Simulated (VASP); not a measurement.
Input of a VASP 6.6.1 run:

Contents of INCAR:

```
ALGO = Normal ; EDIFF = 1E-7
ENCUT = 520 ; GGA = PE
ISIF = 2 ; ISMEAR = 0
LASPH = True ; LCHARG = False
LREAL = False ; LWAVE = False
NBANDS = 39 ; NELM = 80
PREC = Accurate ; SIGMA = 0.01
```

KPOINTS

```
k-points
0
Gamma
  12 12 4
```

The input POSCAR:

```
SnTe
1.0
    4.5323837212     -0.0000002936      0.0000000000
   -2.2661916063      3.9251595891      0.0000000000
    0.0000000000      0.0000000000     11.1044548518
Sn Te
3 3
Direct
    0.0000000000      0.0000000000      0.0000000000
    0.3333333333      0.6666666667      0.3333333333
    0.6666666667      0.3333333333      0.6666666667
    0.6666666667      0.3333333333      0.1666666667
    0.0000000000      0.0000000000      0.5000000000
    0.3333333333      0.6666666667      0.8333333333
```

Potentials or basis: VASP PAW PBE potentials, release 64 (Sn_d, Te).

The run is started by

```console
$ cat potpaw_PBE.64/Sn_d/POTCAR potpaw_PBE.64/Te/POTCAR > POTCAR
$ mpirun -np 1 vasp_std > vasp.out
```

What does it give for the pressure?

0.0 GPa.

What does it give for the band gap on the k mesh?

0.05 eV.

Caveat: spin-orbit coupling is left out, which moves the levels of the heavy elements. A k mesh can miss the band edges.
